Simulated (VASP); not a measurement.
B: single point with PBE

B:

```
CELL_PARAMETERS angstrom
2.50817 1.44809 3.40145
-2.50817 1.44809 3.40145
0.00000 -2.89619 3.40145
ATOMIC_POSITIONS crystal
B 0.41044 0.41044 0.41044
B 0.58956 0.58956 0.58956
B 0.61416 0.38584 0.00000
B 0.00000 0.61416 0.38584
B 0.38584 0.00000 0.61416
B 0.32906 0.98369 0.00328
B 0.00328 0.32906 0.98369
B 0.98369 0.00328 0.32906
B 0.99672 0.01631 0.67094
B 0.01631 0.67094 0.99672
B 0.67094 0.99672 0.01631
```

```yaml
Program: VASP 6.6.1
Task: single point
Functional: PBE
Potentials_or_basis: VASP PAW PBE potentials, release 64 (B)
Cutoff: 520 eV
k_mesh: 6 × 6 × 6
Occupations: gaussian, width 0.1 eV
Spin: no spin polarisation
Dipole_correction: no
Further_INCAR_settings: ALGO = Normal; EDIFF = 1e-06; NBANDS = 28
```

```json
{
 "Pressure": "36.9 GPa",
 "Largest force": "1.253 eV/Å"
}
```

Forces in eV/Å, atoms in the order of the input:
```
B    0.000  0.000  1.253
B    0.000  0.000 -1.253
B   -0.433  0.000  0.000
B    0.216 -0.375  0.000
B    0.216  0.375  0.000
B   -0.091 -1.124 -0.114
B    1.019  0.483 -0.114
B   -0.928  0.641 -0.114
B   -0.928 -0.641  0.114
B   -0.091  1.124  0.114
B    1.019 -0.483  0.114
```

Stress tensor (GPa, compression positive):
```
37.29  0.00  0.00
 0.00 37.29  0.00
 0.00  0.00 36.23
```

Levels at points of the mesh, in eV from the Fermi level:
```
           k point  band 13  band 14  band 15  band 16  band 17  band 18  band 19  band 20
(0.00, 0.00, 0.00)    -3.54    -3.49    -3.49    -0.15     0.74     0.74     3.00     3.00
(0.50, 0.00, 0.00)    -2.70    -1.37    -1.00    -0.52    -0.21     1.15     1.39     2.22
(0.50, 0.50, 0.00)    -2.49    -2.20    -1.53    -1.16    -0.47    -0.40     0.75     1.15
(0.50, 0.50, 0.50)    -1.75    -1.75    -0.87     1.28     1.28     1.95     2.24     2.24
```

Wall time 47 s on 1 thread of Intel(R) Xeon(R) Platinum 8375C CPU @ 2.90GHz (Ice Lake), with other jobs on the host, peak memory 0.21 GiB.

Caveat: forces of over 1 eV/Å act on the atoms, so gaps and moduli don't describe the material at rest.
